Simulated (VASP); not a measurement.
Write the native input for VASP 6.6.1 that does the following.

```yaml
Task: single point
Functional: PBE
Potentials_or_basis: VASP PAW PBE potentials, release 64 (Nb_sv, Te)
Cutoff: 520 eV
k_mesh: 6 × 6 × 4
Occupations: gaussian, width 0.1 eV
Spin: no spin polarisation
Dipole_correction: no
Further_INCAR_settings: ALGO = Normal; EDIFF = 1e-06; NBANDS = 16
```

The structure of NbTe lies in POSCAR:

```
NbTe
1.0
    3.7029743866      0.0000000000      0.0000000000
   -1.8514871933      3.2068698884      0.0000000000
    0.0000000000      0.0000000000      3.6942110000
Nb Te
1 1
Direct
    0.0000000000      0.0000000000      0.5000000000
    0.6666666667      0.3333333333      0.0000000000
```

One way to write it, as run:

INCAR

```
SYSTEM = NbTe
ALGO     = Normal         ! electronic algorithm
EDIFF    = 1E-6           ! SCF threshold, eV
ENCUT    = 520            ! plane-wave cutoff, eV
GGA      = PE             ! functional
ISIF     = 2              ! what is computed and relaxed
ISMEAR   = 0              ! smearing method
LASPH    = .True.         ! aspherical terms in the spheres
LCHARG   = .False.        ! write CHGCAR
LREAL    = .False.        ! projectors in reciprocal space
LWAVE    = .False.        ! write WAVECAR
NBANDS   = 16             ! bands
NELM     = 100            ! most SCF steps
PREC     = Accurate       ! precision mode
SIGMA    = 0.1            ! smearing width, eV
```

KPOINTS

```
k-points
0
Gamma
  6 6 4
  0 0 0
```

Potentials or basis: VASP PAW PBE potentials, release 64 (Nb_sv, Te).

Command:

```console
$ cat potpaw_PBE.64/Nb_sv/POTCAR potpaw_PBE.64/Te/POTCAR > POTCAR
$ mpirun -np 1 vasp_std > vasp.out
```

Results of the run:

The pressure is -0.8 GPa.

Caveat: the k points lie up to 0.43 Å⁻¹ apart.

Run time: 14 s on 1 thread of Intel Xeon 6975P-C, on a shared host, peak memory 0.16 GiB.
